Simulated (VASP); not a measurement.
# SnS2 (P-3m1) in VASP: a series of runs

The runs below take SnS2 through single point, relaxation of cell and atoms, with HF, PBE+D3(BJ).

Everything below comes from runs of VASP 6.6.1. Logs are shortened: lines on timing, memory, paths and dates and some standing lists are left out, and cuts for length are marked.

## Step 1: The cell of the first run

Symmetry: P-3m1, No. 164, trigonal system. Conventional cell: a = 3.669 Å, b = 3.669 Å, c = 5.810 Å, α = 90.00°, β = 90.00°, γ = 120.00°. Within 3.4 Å of Sn (site symmetry -3m) lie 6 S at 2.58 Å. Within 3.4 Å of S (site symmetry 3m) lie 3 Sn at 2.58 Å.

## Step 2: Single point, HF

The input, POSCAR:

```
SnS2
1.0
    3.6686266267      0.0000000000      0.0000000000
   -1.8343133133      3.1771238557      0.0000000000
    0.0000000000      0.0000000000      5.8096313574
Sn S
1 2
Direct
    0.0000000000      0.0000000000      0.0000000000
    0.3333333333      0.6666666667      0.2544694042
    0.6666666667      0.3333333333      0.7455305958
```

The input, INCAR.step1:

```
SYSTEM = SnS2
PREC = Accurate ; ENCUT = 400
EDIFF = 1E-5 ; ISMEAR = 0
SIGMA = 0.01 ; LREAL = .False.
LASPH = .True. ; NELM = 120
ALGO = Normal ; ISIF = 2
LWAVE = .True. ; LCHARG = .False.
GGA = PE ; NBANDS = 20
GGA_COMPAT = .False.
```

The input, INCAR.step2:

```
SYSTEM = SnS2
PREC = Accurate ; ENCUT = 400
EDIFF = 1E-6 ; ISMEAR = 0
SIGMA = 0.01 ; LREAL = .False.
LASPH = .True. ; NELM = 120
ALGO = Normal ; ISIF = 2
LWAVE = .False. ; LCHARG = .False.
GGA = PE ; LHFCALC = .True.
AEXX = 1.0 ; ALDAC = 0.0
AGGAC = 0.0 ; PRECFOCK = Normal
ISTART = 1 ; NBANDS = 20
GGA_COMPAT = .False.
```

The input, KPOINTS:

```
Automatic mesh
0
Gamma
  6 6 4
  0 0 0
```

Potentials or basis: VASP PAW PBE potentials, release 64 (Sn_d, S).

On the command line:

```
cat potpaw_PBE.64/Sn_d/POTCAR potpaw_PBE.64/S/POTCAR > POTCAR
cp INCAR.step1 INCAR
mpirun -np 1 vasp_std > vasp.out
cp INCAR.step2 INCAR
mpirun -np 1 vasp_std > vasp.out
```

OUTCAR:

```text
SYSTEM = SnS2
   PREC = Accurate
   ENCUT = 400
   EDIFF = 1E-6
   ISMEAR = 0
   LREAL = .False.
   LASPH = .True.
   NELM = 120
   ISIF = 2
   GGA = PE
   LHFCALC = .True.
   AEXX = 1.0
   PRECFOCK = Normal
   ISTART = 1

 ion  position               nearest neighbor table
   1  0.000  0.000  0.000-   2 2.58   3 2.58   2 2.58   3 2.58   3 2.58   2 2.58
   2  0.333  0.667  0.254-   1 2.58   1 2.58   1 2.58
   3  0.667  0.333  0.746-   1 2.58   1 2.58   1 2.58

  LATTYP: Found a hexagonal cell.
 ALAT       =     3.6686266267
 C/A-ratio  =     1.5835984276

  Lattice vectors:

 A1 = (   3.6686266267,   0.0000000000,   0.0000000000)
 A2 = (  -1.8343133133,   3.1771238557,   0.0000000000)
 A3 = (   0.0000000000,   0.0000000000,   5.8096313574)

Analysis of symmetry for initial positions (statically):
=====================================================================
 Subroutine PRICEL returns:
 Original cell was already a primitive cell.

 Routine SETGRP: Setting up the symmetry group for a
 hexagonal supercell.

 Subroutine GETGRP returns: Found 12 space group operations
 (whereof 12 operations were pure point group operations)
 out of a pool of 24 trial point group operations.

The static configuration has the point symmetry D_3d.

Analysis of symmetry for dynamics (positions and initial velocities):
=====================================================================
 Subroutine PRICEL returns:
 Original cell was already a primitive cell.

 Routine SETGRP: Setting up the symmetry group for a
 hexagonal supercell.

 Subroutine GETGRP returns: Found 12 space group operations
 (whereof 12 operations were pure point group operations)
 out of a pool of 24 trial point group operations.

The dynamic configuration has the point symmetry D_3d.

 Subroutine INISYM returns: Found 12 space group operations
 (whereof 12 operations are pure point group operations),
 and found     1 'primitive' translations

----------------------------------------------------------------------------------------

                                     Primitive cell

  volume of cell :      67.7152

  direct lattice vectors                    reciprocal lattice vectors
     3.668626627  0.000000000  0.000000000     0.272581568  0.157375042  0.000000000
    -1.834313313  3.177123856  0.000000000     0.000000000  0.314750084  0.000000000
     0.000000000  0.000000000  5.809631357     0.000000000  0.000000000  0.172127961

  length of vectors
     3.668626627  3.668626627  5.809631357     0.314750084  0.314750084  0.172127961

  position of ions in fractional coordinates (direct lattice)
     0.000000000  0.000000000  0.000000000
     0.333333333  0.666666667  0.254469404
     0.666666667  0.333333333  0.745530596

  ion indices of the primitive-cell ions
   primitive index   ion index
                 1           1
                 2           2
                 3           3

----------------------------------------------------------------------------------------

 KPOINTS: Automatic mesh

Automatic generation of k-mesh.
 Grid dimensions read from file:
 generate k-points for:    6    6    4

 Generating k-lattice:

  Cartesian coordinates                     Fractional coordinates (reciprocal lattice)
     0.045430261  0.026229174  0.000000000     0.166666667  0.000000000  0.000000000
     0.000000000  0.052458347  0.000000000     0.000000000  0.166666667  0.000000000
     0.000000000  0.000000000  0.043031990     0.000000000  0.000000000  0.250000000

  Length of vectors
     0.052458347  0.052458347  0.043031990

  Shift w.r.t. Gamma in fractional coordinates (k-lattice)
     0.000000000  0.000000000  0.000000000

 Subroutine IBZKPT returns following result:
 ===========================================

 Found     24 irreducible k-points:

 Following reciprocal coordinates:
            Coordinates               Weight
  0.000000  0.000000  0.000000      1.000000
  0.166667  0.000000  0.000000      6.000000
  0.333333  0.000000  0.000000      6.000000
  0.500000  0.000000  0.000000      3.000000
  0.166667  0.166667  0.000000      6.000000
  0.333333  0.166667  0.000000     12.000000
[... 16 lines left out ...]
  0.333333  0.166667  0.500000     12.000000
  0.333333  0.333333  0.500000      2.000000
   k-points           NKPTS =     24   k-points in BZ     NKDIM =    144   number of bands    NBANDS=     20
   number of dos      NEDOS =    301   number of ions     NIONS =      3
   total plane-waves  NPLWV =  23040
   dimension x,y,z NGX =    24 NGY =   24 NGZ =   40
   dimension x,y,z NGXF=    48 NGYF=   48 NGZF=   80
   ions per type =               1   2
   NGX,Y,Z   is equivalent  to a cutoff of  10.88, 10.88, 11.45 a.u.
   NGXF,Y,Z  is equivalent  to a cutoff of  21.75, 21.75, 22.89 a.u.
 SYSTEM =  SnS2
   PREC   = accura    normal or accurate (medium, high low for compatibility)
   ISTART =      1    job   : 0-new  1-cont  2-samecut
   ICHARG =      0    charge: 1-file 2-atom 10-const
   ISPIN  =      1    spin polarized calculation?
   LNONCOLLINEAR =      F non collinear calculations
   LSORBIT =      F    spin-orbit coupling
   LASPH  =      T    aspherical Exc in radial PAW
   ENCUT  =  400.0 eV  29.40 Ry    5.42 a.u.   5.98  5.98  9.47*2*pi/ulx,y,z
   NELM   =    120;   NELMIN=  2; NELMDL=  0     # of ELM steps
   EDIFF  = 0.1E-05   stopping-criterion for ELM
   LREAL  =      F    real-space projection
   EDIFFG = 0.1E-04   stopping-criterion for IOM
   NSW    =      0    number of steps for IOM
   IBRION =     -1    ionic relax: 0-MD 1-quasi-New 2-CG
   NFREE  =      0    steps in history (QN), initial steepest desc. (CG)
   ISIF   =      2    stress and relaxation
   ISYM   =      3    0-nonsym 1-usesym 2-fastsym
   POTIM  = 0.5000    time-step for ionic-motion
   TEBEG  =    0.0;   TEEND  =   0.0 temperature during run
   PSTRESS=    0.0 pullay stress
   NELECT =      26.0000    total number of electrons
   NUPDOWN=      -1.0000    fix difference up-down
   EMIN   =  10.00;   EMAX   =-10.00  energy-range for DOS
   EFERMI =   0.00;   METHOD = LEGACY
   ISMEAR =     0;   SIGMA  =   0.01  broadening in eV -4-tet -1-fermi 0-gaus
   EFERMI_NEDOS =   21; number of points for ismear=-14 and -15
   IALGO  =     38    algorithm
   IMIX   =      1    mixing-type and parameters
     AMIX     =   0.40;   BMIX     =  1.00
     AMIX_MAG =   1.60;   BMIX_MAG =  1.00
  volume/ion in A,a.u.               =      22.57       152.32
  Fermi-wavevector in a.u.,A,eV,Ry     =   1.189882  2.248551 19.263387  1.415819
  Thomas-Fermi vector in A             =   2.325979
   LORBIT       =      0    0 simple, 1 ext, 2 COOP (PROOUT), +10 PAW based schemes
   GGA     = PE    functional components
   LHFCALC =     T    Hartree Fock is set to
   PRECFOCK=normal    Normal, Fast or Accurate (Low or Medium for compatibility)
   ENCUT4O =  -1.0   cutoff for four orbital integrals eV
   NKREDX  =     1    reduce k-point grid by
   NKREDY  =     1    reduce k-point grid by
   NKREDZ  =     1    reduce k-point grid by
   AEXX    =    1.0000 exact exchange contribution
   HFSCREEN=    0.0000 screening length (either q_TF or 0.3 A-1)
   HFSCREENC=   0.0000 screening length for correlation (either q_TF or 0.3 A-1)
   ENCUTFOCK=  -1.0 apply spherical cutoff to Coloumb kernel
   IVDW    =     0    specifies the selected vdW correction
   LEPSILON=     F    determine dielectric tensor
   LRPA    =     F    only Hartree local field effects (RPA)
 non-spin polarized calculation
 Gauss-broadening in eV      SIGMA  =   0.01
  energy-cutoff  :      400.00
  volume of cell :       67.72
 maximum number of plane-waves:      1245
  NGX = 18; NGY = 18; NGZ = 30

 number of electron      26.0000018 magnetization

 Free energy of the ion-electron system (eV)
  ---------------------------------------------------
  ext. energy  EPLUGINS =         0.00000000
  ---------------------------------------------------
  free energy    TOTEN  =       -28.26479169 eV

  energy without entropy =      -28.26479169  energy(sigma->0) =      -28.26479169

 E-fermi :   2.0227     XC(G=0):   0.0000

 val. band max:        1.9419042077   @ k =   0.1667   0.0000   0.2500
 cond. band min:      10.2221139664   @ k =   0.5000   0.0000   0.2500
 fundamental gap:      8.2802097587
 Fermi energy:         2.0226596479

 k-point     1 :       0.0000    0.0000    0.0000
  band No.  band energies     occupation
      1     -26.6799      2.00000
      2     -26.6799      2.00000
      3     -26.5197      2.00000
      4     -26.5054      2.00000
      5     -26.5054      2.00000
      6     -17.1482      2.00000
[... 12 lines left out ...]
     19      19.5799      0.00000
     20      19.5799      0.00000

 k-point     2 :       0.1667    0.0000    0.0000
  band No.  band energies     occupation
      1     -26.7057      2.00000
      2     -26.6709      2.00000
      3     -26.5153      2.00000
      4     -26.5050      2.00000
      5     -26.4994      2.00000
      6     -16.7505      2.00000
[... 12 lines left out ...]
     19      18.6972      0.00000
     20      19.8774      0.00000

 k-point     3 :       0.3333    0.0000    0.0000
  band No.  band energies     occupation
      1     -26.7592      2.00000
      2     -26.6582      2.00000
      3     -26.5293      2.00000
      4     -26.4815      2.00000
      5     -26.4793      2.00000
      6     -15.6834      2.00000
[... 12 lines left out ...]
     19      19.4191      0.00000
     20      20.7517      0.00000

 k-point     4 :       0.5000    0.0000    0.0000
  band No.  band energies     occupation
      1     -26.7862      2.00000
      2     -26.6545      2.00000
      3     -26.5363      2.00000
      4     -26.4697      2.00000
      5     -26.4660      2.00000
      6     -14.7617      2.00000
[... 429 lines left out ...]
 k-point    23 :       0.3333    0.1667    0.5000
  band No.  band energies     occupation
      1     -26.7629      2.00000
      2     -26.6763      2.00000
      3     -26.5234      2.00000
      4     -26.4848      2.00000
      5     -26.4667      2.00000
      6     -14.6621      2.00000
[... 12 lines left out ...]
     19      18.9758      0.00000
     20      20.5422      0.00000

 k-point    24 :       0.3333    0.3333    0.5000
  band No.  band energies     occupation
      1     -26.7244      2.00000
      2     -26.7244      2.00000
      3     -26.4996      2.00000
      4     -26.4996      2.00000
      5     -26.4696      2.00000
      6     -14.0082      2.00000
[... 12 lines left out ...]
     19      19.7317      0.00000
     20      19.7727      0.00000

------------------------ aborting loop because EDIFF is reached ----------------------------------------

  FORCE on cell =-STRESS in cart. coord.  units (eV):
  Direction    XX          YY          ZZ          XY          YZ          ZX
  --------------------------------------------------------------------------------------
  -------------------------------------------------------------------------------------
  Total        0.2410615      0.2410615     -0.9559758      0.0000000      0.0000000     -0.0000000
  in kB        5.7036414      5.7036414    -22.6188877      0.0000000      0.0000000     -0.0000000
  external PRESSURE =      -3.7372016 kB  Pullay stress =       0.0000000 kB

 VOLUME and BASIS-vectors are now :
 -----------------------------------------------------------------------------
  energy-cutoff  :      400.00
  volume of cell :       67.72
      direct lattice vectors                 reciprocal lattice vectors
     3.668626627  0.000000000  0.000000000     0.272581568  0.157375042  0.000000000
    -1.834313313  3.177123856  0.000000000     0.000000000  0.314750084  0.000000000
     0.000000000  0.000000000  5.809631357     0.000000000  0.000000000  0.172127961

 POSITION                                       TOTAL-FORCE (eV/Angst)
 -----------------------------------------------------------------------------------
      0.00000      0.00000      0.00000         0.000000      0.000000      0.000000
     -0.00000      2.11808      1.47837         0.000000      0.000000     -1.248711
      1.83431      1.05904      4.33126        -0.000000     -0.000000      1.248711
 -----------------------------------------------------------------------------------
    total drift:                               -0.000000      0.000000      0.000004

  FREE ENERGIE OF THE ION-ELECTRON SYSTEM (eV)
  ---------------------------------------------------
  free  energy   TOTEN  =       -28.2647916945 eV

  energy  without entropy=      -28.2647916945  energy(sigma->0) =      -28.26479169
```

Run time: 68 min. Hardware: 1 thread of Intel Xeon 6975P-C (Granite Rapids), shared host; peak memory 0.18 GiB.

What came out:

* Free energy: -28.2648 eV
* Pressure: -0.4 GPa
* Largest force: 1.249 eV/Å
* Band gap on the k mesh: 8.28 eV (least direct gap 8.74 eV)

Forces in eV/Å, atoms in the order of the input:
```
Sn   0.000  0.000  0.000
S    0.000  0.000 -1.249
S    0.000  0.000  1.249
```

Stress tensor (GPa, compression positive):
```
 0.57  0.00  0.00
 0.00  0.57  0.00
 0.00  0.00 -2.26
```

Levels at points of the mesh, in eV from the valence-band top:
```
           k point  band 9  band 10  band 11  band 12  band 13  band 14  band 15  band 16  band 17  band 18
(0.00, 0.00, 0.00)   -0.78    -0.78    -0.35    -0.35    -0.02     9.08    10.89    13.24    13.24    17.01
(0.50, 0.00, 0.00)   -5.65    -3.83    -3.33    -1.35    -0.22     8.52    11.88    13.13    13.92    16.20
(0.00, 0.00, 0.50)   -2.80    -0.93    -0.93    -0.14    -0.14    10.53    11.02    12.78    12.78    16.63
(0.50, 0.00, 0.50)   -6.41    -3.04    -2.34    -1.05    -0.76     8.35    11.99    13.09    13.89    15.31
```

Caveat: the PAW data sets were made with another functional, which shifts forces and pressure a little; spin-orbit coupling is left out, which moves the levels of the heavy elements. A k mesh can miss the band edges.

## Step 3: Relaxation of cell and atoms, PBE+D3(BJ), target pressure 9.78 GPa, at which the enthalpy is minimised

This run uses another cell than the first one, of 19.04 Å³/atom.

The input, INCAR:

```
SYSTEM = SnS2
ALGO = Normal
EDIFF = 1E-7
EDIFFG = -0.002
ENCUT = 500
GGA = PE
GGA_COMPAT = .False.
IBRION = 2
ISIF = 3
ISMEAR = 0
IVDW = 12
LASPH = .True.
LCHARG = .False.
LREAL = .False.
LWAVE = .False.
NELM = 120
NELMIN = 4
NSW = 80
PREC = Accurate
PSTRESS = 97.8
SIGMA = 0.01
```

The input, KPOINTS:

```
k-points
0
Gamma
  12 12 8
  0 0 0
```

The input, POSCAR:

```
SnS2
1.0
    3.5740159785      0.0000000000      0.0000000000
   -1.7870079892      3.0951886309      0.0000000000
    0.0000000000      0.0000000000      5.1629835921
Sn S
1 2
Direct
    0.0000000000      0.0000000000      0.0000000000
    0.3333333333      0.6666666667      0.2843651404
    0.6666666667      0.3333333333      0.7156348596
```

Potentials or basis: VASP PAW PBE potentials, release 64 (Sn_d, S).

On the command line:

```
cat potpaw_PBE.64/Sn_d/POTCAR potpaw_PBE.64/S/POTCAR > POTCAR
mpirun -np 1 vasp_std > vasp.out
```

Run time: 9.6 min. Hardware: 1 thread of Oxide Virtual Turin-like, shared host; peak memory 0.24 GiB.

It converged, with:

```
Free energy                                                : -13.8850 eV
Relaxed volume                                             : 19.00 Å³/atom
Relaxed cell                                               : a = 3.569 Å, b = 3.569 Å, c = 5.167 Å, α = 90.00°, β = 90.00°, γ = 120.00°
Space group after relaxing (to 0.1 Å)                      : P-3m1 (No. 164)
Energy change on relaxing (the run minimises the enthalpy) : +2.1 meV/atom
Ionic steps                                                : 9
Pressure after relaxing                                    : 9.8 GPa
Band gap on the k mesh                                     : 0.52 eV (least direct gap 1.59 eV)
Dispersion energy per atom                                 : -0.395 eV
```

Step by step:
| step | energy change (eV) | largest force (eV/Å) | pressure (GPa) | volume (Å³) |
| --- | --- | --- | --- | --- |
| 1 | 0.0000 | 0.0149 | 9.50 | 57.11 |
| 2 | 0.0166 | 0.0324 | 10.16 | 56.84 |
| 3 | 0.0073 | 0.0062 | 9.80 | 56.99 |
| 4 | 0.0071 | 0.0057 | 9.79 | 57.00 |
| 5 | 0.0074 | 0.0001 | 9.79 | 56.99 |
| 6 | 0.0076 | 0.0047 | 9.79 | 56.99 |
| 7 | 0.0076 | 0.0052 | 9.79 | 56.99 |
| 8 | 0.0071 | 0.0038 | 9.78 | 57.00 |
| 9 | 0.0062 | 0.0016 | 9.77 | 57.01 |

Final structure:
```
Sn S
1.0
     3.56921    0.00000    0.00000
    -1.78461    3.09103    0.00000
     0.00000    0.00000    5.16743
Sn S
1 2
Direct
  0.00000 0.00000 0.00000
  0.33333 0.66667 0.28425
  0.66667 0.33333 0.71575
```

Levels at points of the mesh, in eV from the valence-band top:
```csv
k point,band 11,band 12,band 13,band 14,band 15,band 16
"(0.00, 0.00, 0.00)",-1.39,-1.39,-0.06,1.53,2.89,5.05
"(0.50, 0.00, 0.00)",-3.77,-2.73,-0.77,1.62,3.77,4.43
"(0.00, 0.00, 0.50)",-1.77,-0.87,-0.87,3.15,3.27,4.20
"(0.50, 0.00, 0.50)",-2.31,-2.06,-1.80,1.32,3.85,4.67
```

Caveat: the cell is relaxed towards a set pressure, so the run minimises the enthalpy, not the energy; semilocal functionals underestimate gaps, and a narrow one can read as zero; spin-orbit coupling is left out, which moves the levels of the heavy elements. A k mesh can miss the band edges.
